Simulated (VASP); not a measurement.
A run of VASP 6.6.1:

File INCAR:

```
SYSTEM = Cd3SeS2
ALGO     = Normal         ! electronic algorithm
EDIFF    = 1E-7           ! SCF threshold, eV
ENCUT    = 520            ! plane-wave cutoff, eV
GGA      = PE             ! functional
ISIF     = 2              ! what is computed and relaxed
ISMEAR   = 0              ! smearing method
LASPH    = .True.         ! aspherical terms in the spheres
LCHARG   = .False.        ! write CHGCAR
LREAL    = .False.        ! projectors in reciprocal space
LWAVE    = .False.        ! write WAVECAR
NBANDS   = 36             ! bands
NELM     = 60             ! most SCF steps
PREC     = Accurate       ! precision mode
SIGMA    = 0.02           ! smearing width, eV
```

KPOINTS

```
k-points
0
Gamma
  6 6 4
  0 0 0
```

The input POSCAR:

```
Cd3SeS2
1.0
    4.2522953265      0.0000000289      0.0000000000
   -2.1261476882      3.6825957627      0.0000000000
    0.0000000000      0.0000000000     10.4284919000
Cd Se S
3 1 2
Direct
    0.0000000000      0.0000000000      0.9909710000
    0.3333333333      0.6666666667      0.6665880000
    0.6666666667      0.3333333333      0.3429170000
    0.0000000000      0.0000000000      0.2478580000
    0.3333333333      0.6666666667      0.9130000000
    0.6666666667      0.3333333333      0.5886650000
```

Potentials or basis: VASP PAW PBE potentials, release 64 (Cd, Se, S).

The run is started by

```sh
$ cat potpaw_PBE.64/Cd/POTCAR potpaw_PBE.64/Se/POTCAR potpaw_PBE.64/S/POTCAR > POTCAR
$ mpirun -np 1 vasp_std > vasp.out
```

Hardware: 1 thread of AMD EPYC 9R45 96-Core Processor (Zen 5) (shared host).

Question: Estimate the wall time of this run.

Answer: Wall time 81 s on 1 thread of AMD EPYC 9R45 96-Core Processor (Zen 5), on a shared host, peak memory 0.31 GiB. Counts: scf iterations 16, k points 24.
